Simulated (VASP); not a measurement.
**TiO2: single point with LDA**

The system is TiO2.

```
Ti O
1.0
    -1.88617    1.88617    4.74109
     1.88617   -1.88617    4.74109
     1.88617    1.88617   -4.74109
Ti O
2 4
Direct
  0.00000 0.00000 0.00000
  0.75000 0.25000 0.50000
  0.20660 0.20660 0.00000
  0.95660 0.45660 0.50000
  0.54340 0.04340 0.50000
  0.79340 0.79340 0.00000
```

```
Program             : VASP 6.6.1
Task                : single point
Functional          : LDA
Potentials or basis : VASP PAW LDA potentials, release 64 (Ti_sv, O)
Cutoff              : 520 eV
k mesh              : 13 × 13 × 13
Occupations         : fermi-dirac, width 0.08 eV
Spin                : no spin polarisation
```

```json
{
 "Pressure": "-2.6 GPa",
 "Largest force": "0.208 eV/Å",
 "Band gap on the k mesh": "2.07 eV (least direct gap 2.37 eV)"
}
```

Forces in eV/Å, atoms in the order of the input:
```
Ti   0.000  0.000  0.000
Ti   0.000  0.000  0.000
O    0.000  0.000  0.208
O    0.000  0.000  0.208
O    0.000  0.000 -0.208
O    0.000  0.000 -0.208
```

Stress tensor (GPa, compression positive):
```
-3.86  0.00  0.00
 0.00 -3.86  0.00
 0.00  0.00  0.00
```

Levels at points of the mesh, in eV from the valence-band top:
```
           k point  band 20  band 21  band 22  band 23  band 24  band 25  band 26  band 27  band 28  band 29
(0.00, 0.00, 0.00)    -0.74    -0.71    -0.71    -0.45    -0.45     2.07     2.86     4.09     4.09     4.10
```

Run time: 4.5 min on 1 thread of Intel(R) Xeon(R) 6975P-C (Granite Rapids), with other jobs on the host, peak memory 0.44 GiB.

Caveat: an odd mesh through Γ misses points on the zone boundary, where band edges can lie.
